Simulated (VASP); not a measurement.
# CdS (Hawleyite) in VASP: further runs

The runs below take CdS (Hawleyite) through single point, with r2SCAN.

All numbers are computed with VASP 6.6.1; they aren't measurements. Logs are shortened: lines on timing, memory, paths and dates and some standing lists are left out, and cuts for length are marked.

## (1) The cell of the first run

The structure is cubic, space group F-43m (No. 216). Conventional cell: a = 5.833 Å, b = 5.833 Å, c = 5.833 Å, α = 90.00°, β = 90.00°, γ = 90.00°. Within 3.3 Å of Cd (site symmetry -43m) lie 4 S at 2.53 Å. Within 3.3 Å of S (site symmetry -43m) lie 4 Cd at 2.53 Å.

## (2) Single point, r2SCAN

POSCAR

```
CdS
1.0
    0.0000000000      2.9165000000      2.9165000000
    2.9165000000      0.0000000000      2.9165000000
    2.9165000000      2.9165000000      0.0000000000
Cd S
1 1
Direct
    0.0000000000      0.0000000000      0.0000000000
    0.2500000000      0.2500000000      0.2500000000
```

INCAR.step1

```
  PREC = Accurate
  ENCUT = 520
  ISMEAR = -1
  SIGMA = 0.02
  LREAL = F
  LASPH = T
  NELM = 60
  NBANDS = 16
  GGA = PE
  ALGO = Normal
  EDIFF = 1E-4
  LWAVE = T
  LCHARG = F
```

INCAR.step2

```
  PREC = Accurate
  ENCUT = 520
  EDIFF = 1E-6
  ISMEAR = -1
  SIGMA = 0.02
  LREAL = F
  LASPH = T
  NELM = 60
  ALGO = Normal
  ISIF = 2
  LWAVE = F
  LCHARG = F
  METAGGA = R2SCAN
  LMIXTAU = T
  NBANDS = 16
  ISTART = 1
```

KPOINTS

```
regular mesh
0
Gamma
  6 6 6
```

Potentials or basis: VASP PAW PBE potentials, release 64 (Cd, S).

Run with:

```console
$ cat potpaw_PBE.64/Cd/POTCAR potpaw_PBE.64/S/POTCAR > POTCAR
$ cp INCAR.step1 INCAR
$ mpirun -np 1 vasp_std > vasp.out
$ cp INCAR.step2 INCAR
$ mpirun -np 1 vasp_std > vasp.out
```

OUTCAR:

```text
PREC = Accurate
   ENCUT = 520
   EDIFF = 1E-6
   ISMEAR = -1
   LREAL = F
   LASPH = T
   NELM = 60
   ISIF = 2
   METAGGA = R2SCAN
   ISTART = 1

 ion  position               nearest neighbor table
   1  0.000  0.000  0.000-   2 2.53   2 2.53   2 2.53   2 2.53
   2  0.250  0.250  0.250-   1 2.53   1 2.53   1 2.53   1 2.53

  LATTYP: Found a face centered cubic cell.
 ALAT       =     5.8330000000

  Lattice vectors:

 A1 = (   0.0000000000,   2.9165000000,   2.9165000000)
 A2 = (   2.9165000000,   0.0000000000,   2.9165000000)
 A3 = (   2.9165000000,   2.9165000000,   0.0000000000)

Analysis of symmetry for initial positions (statically):
=====================================================================
 Subroutine PRICEL returns:
 Original cell was already a primitive cell.

 Routine SETGRP: Setting up the symmetry group for a
 face centered cubic supercell.

 Subroutine GETGRP returns: Found 24 space group operations
 (whereof 24 operations were pure point group operations)
 out of a pool of 48 trial point group operations.

The static configuration has the point symmetry T_d .

Analysis of symmetry for dynamics (positions and initial velocities):
=====================================================================
 Subroutine PRICEL returns:
 Original cell was already a primitive cell.

 Routine SETGRP: Setting up the symmetry group for a
 face centered cubic supercell.

 Subroutine GETGRP returns: Found 24 space group operations
 (whereof 24 operations were pure point group operations)
 out of a pool of 48 trial point group operations.

The dynamic configuration has the point symmetry T_d .

 Subroutine INISYM returns: Found 24 space group operations
 (whereof 24 operations are pure point group operations),
 and found     1 'primitive' translations

----------------------------------------------------------------------------------------

                                     Primitive cell

  volume of cell :      49.6153

  direct lattice vectors                    reciprocal lattice vectors
     0.000000000  2.916500000  2.916500000    -0.171438368  0.171438368  0.171438368
     2.916500000  0.000000000  2.916500000     0.171438368 -0.171438368  0.171438368
     2.916500000  2.916500000  0.000000000     0.171438368  0.171438368 -0.171438368

  length of vectors
     4.124553855  4.124553855  4.124553855     0.296939964  0.296939964  0.296939964

[... 70 lines left out ...]
   NELM   =     60;   NELMIN=  2; NELMDL=  0     # of ELM steps
   EDIFF  = 0.1E-05   stopping-criterion for ELM
   LREAL  =      F    real-space projection
   EDIFFG = 0.1E-04   stopping-criterion for IOM
   NSW    =      0    number of steps for IOM
   IBRION =     -1    ionic relax: 0-MD 1-quasi-New 2-CG
   NFREE  =      0    steps in history (QN), initial steepest desc. (CG)
   ISIF   =      2    stress and relaxation
   ISYM   =      2    0-nonsym 1-usesym 2-fastsym
   POTIM  = 0.5000    time-step for ionic-motion
   TEBEG  =    0.0;   TEEND  =   0.0 temperature during run
   PSTRESS=    0.0 pullay stress
   NELECT =      18.0000    total number of electrons
   NUPDOWN=      -1.0000    fix difference up-down
   EMIN   =  10.00;   EMAX   =-10.00  energy-range for DOS
   EFERMI =   0.00;   METHOD = LEGACY
   ISMEAR =    -1;   SIGMA  =   0.02  broadening in eV -4-tet -1-fermi 0-gaus
   EFERMI_NEDOS =   21; number of points for ismear=-14 and -15
   IALGO  =     38    algorithm
   IMIX   =      4    mixing-type and parameters
     AMIX     =   0.40;   BMIX     =  1.00
     AMIX_MAG =   1.60;   BMIX_MAG =  1.00
  volume/ion in A,a.u.               =      24.81       167.41
  Fermi-wavevector in a.u.,A,eV,Ry     =   1.167599  2.206442 18.548649  1.363287
  Thomas-Fermi vector in A             =   2.304097
   LORBIT       =      0    0 simple, 1 ext, 2 COOP (PROOUT), +10 PAW based schemes
   METAGGA = R2SCAN    functional components
   LHFCALC =     F    Hartree Fock is set to
   AEXX    =    0.0000 exact exchange contribution
   IVDW    =     0    specifies the selected vdW correction
   LEPSILON=     F    determine dielectric tensor
   LRPA    =     F    only Hartree local field effects (RPA)
 non-spin polarized calculation
  energy-cutoff  :      520.00
  volume of cell :       49.62
 maximum number of plane-waves:      1363
 NGX is ok and might be reduce to    32

 number of electron      18.0000004 magnetization

 Free energy of the ion-electron system (eV)
  ---------------------------------------------------
  ext. energy  EPLUGINS =         0.00000000
  ---------------------------------------------------
  free energy    TOTEN  =       -29.67660724 eV

  energy without entropy =      -29.67660724  energy(sigma->0) =      -29.67660724

 E-fermi :   1.4550     XC(G=0):  -9.7336

 val. band max:        1.0523477781   @ k =   0.0000   0.0000   0.0000
 cond. band min:       2.6441506893   @ k =   0.0000   0.0000   0.0000
 fundamental gap:      1.5918029112
 Fermi energy:         1.4549880572

 k-point     1 :       0.0000    0.0000    0.0000
  band No.  band energies     occupation
      1     -11.8241      2.00000
      2      -6.9172      2.00000
      3      -6.9172      2.00000
      4      -6.9172      2.00000
      5      -6.4030      2.00000
      6      -6.4030      2.00000
[... 281 lines left out ...]
      3      -6.6261      2.00000
      4      -6.4877      2.00000
      5      -6.3596      2.00000
      6      -5.8063      2.00000
[... 8 lines left out ...]
     15      14.9419      0.00000
     16      15.0159      0.00000

------------------------ aborting loop because EDIFF is reached ----------------------------------------

  FORCE on cell =-STRESS in cart. coord.  units (eV):
  Direction    XX          YY          ZZ          XY          YZ          ZX
  --------------------------------------------------------------------------------------
  -------------------------------------------------------------------------------------
  Total        0.5621943      0.5621943      0.5621943      0.0000000      0.0000000      0.0000000
  in kB       18.1543642     18.1543642     18.1543642      0.0000000      0.0000000      0.0000000
  external PRESSURE =      18.1543642 kB  Pullay stress =       0.0000000 kB

 VOLUME and BASIS-vectors are now :
 -----------------------------------------------------------------------------
  energy-cutoff  :      520.00
  volume of cell :       49.62
      direct lattice vectors                 reciprocal lattice vectors
     0.000000000  2.916500000  2.916500000    -0.171438368  0.171438368  0.171438368
     2.916500000  0.000000000  2.916500000     0.171438368 -0.171438368  0.171438368
     2.916500000  2.916500000  0.000000000     0.171438368  0.171438368 -0.171438368

 POSITION                                       TOTAL-FORCE (eV/Angst)
 -----------------------------------------------------------------------------------
      0.00000      0.00000      0.00000         0.000000      0.000000      0.000000
      1.45825      1.45825      1.45825        -0.000000     -0.000000     -0.000000
 -----------------------------------------------------------------------------------
    total drift:                               -0.000005     -0.000005     -0.000005

  FREE ENERGIE OF THE ION-ELECTRON SYSTEM (eV)
  ---------------------------------------------------
  free  energy   TOTEN  =       -29.6766072411 eV

  energy  without entropy=      -29.6766072411  energy(sigma->0) =      -29.67660724
```

It took 36 s on 1 thread of Intel Xeon Platinum 8259CL at 2.50GHz (Skylake/Cascade Lake), shared host; peak memory 0.18 GiB.

Results:

| Property | Result |
| --- | --- |
| Free energy | -29.6766 eV |
| Pressure | 1.8 GPa |
| Band gap on the k mesh | 1.59 eV, direct |

Caveat: the PAW data sets were made with another functional, which shifts forces and pressure a little. r2SCAN opens gaps a little over a GGA but as a rule still falls short of measured ones.

## (3) Single point, r2SCAN

This run uses another cell than the first one, of the same volume but with other edges.

POSCAR

```
CdS
1.0
    0.0000000000      2.8581700000      3.0367555185
    2.8581700000      0.0000000000      3.0367555185
    2.8581700000      2.8581700000      0.0000000000
Cd S
1 1
Direct
    0.0000000000      0.0000000000      0.0000000000
    0.2500000000      0.2500000000      0.2500000000
```

INCAR.step1

```
SYSTEM = CdS
ALGO = Normal ; EDIFF = 1E-4
ENCUT = 520 ; GGA = PE
ISMEAR = -1 ; LASPH = .True.
LCHARG = .False. ; LREAL = .False.
LWAVE = .True. ; NBANDS = 16
NELM = 60 ; PREC = Accurate
SIGMA = 0.02
```

INCAR.step2

```
SYSTEM = CdS
ALGO = Normal ; EDIFF = 1E-6
ENCUT = 520 ; ISIF = 2
ISMEAR = -1 ; ISTART = 1
LASPH = .True. ; LCHARG = .False.
LMIXTAU = .True. ; LREAL = .False.
LWAVE = .False. ; METAGGA = R2SCAN
NBANDS = 16 ; NELM = 60
PREC = Accurate ; SIGMA = 0.02
```

KPOINTS

```
k-points
0
Gamma
  6 6 6
  0 0 0
```

Potentials or basis: VASP PAW PBE potentials, release 64 (Cd, S).

Run with:

```console
$ cat potpaw_PBE.64/Cd/POTCAR potpaw_PBE.64/S/POTCAR > POTCAR
$ cp INCAR.step1 INCAR
$ mpirun -np 1 vasp_std > vasp.out
$ cp INCAR.step2 INCAR
$ mpirun -np 1 vasp_std > vasp.out
```

It took 64 s on 1 thread of Intel Xeon Platinum 8259CL at 2.50GHz (Skylake/Cascade Lake), shared host; peak memory 0.19 GiB.

The run converged. Its results:

| Item | Value |
| --- | --- |
| Free energy | -29.6696 eV |
| Pressure | 1.7 GPa |
| Band gap on the k mesh | 1.52 eV, direct |

Stress tensor (GPa, compression positive):
```
2.09 0.00 0.00
0.00 2.09 0.00
0.00 0.00 0.90
```

Levels at points of the mesh, in eV from the valence-band top:
| k point | band 5 | band 6 | band 7 | band 8 | band 9 | band 10 | band 11 | band 12 | band 13 | band 14 |
| --- | --- | --- | --- | --- | --- | --- | --- | --- | --- | --- |
| (0.00, 0.00, 0.00) | -7.53 | -7.51 | -0.21 | 0.00 | 0.00 | 1.52 | 7.03 | 7.03 | 7.03 | 11.34 |
| (0.50, 0.00, 0.00) | -7.47 | -7.14 | -4.52 | -0.96 | -0.70 | 3.37 | 7.22 | 7.67 | 7.86 | 11.48 |
| (0.50, 0.50, 0.00) | -7.44 | -7.16 | -4.28 | -1.81 | -1.81 | 3.95 | 5.05 | 9.30 | 11.59 | 11.59 |
| (0.50, 0.00, 0.50) | -7.43 | -7.03 | -3.91 | -2.12 | -2.00 | 3.70 | 4.52 | 9.94 | 10.99 | 11.70 |

Caveat: the PAW data sets were made with another functional, which shifts forces and pressure a little. r2SCAN opens gaps a little over a GGA but as a rule still falls short of measured ones.
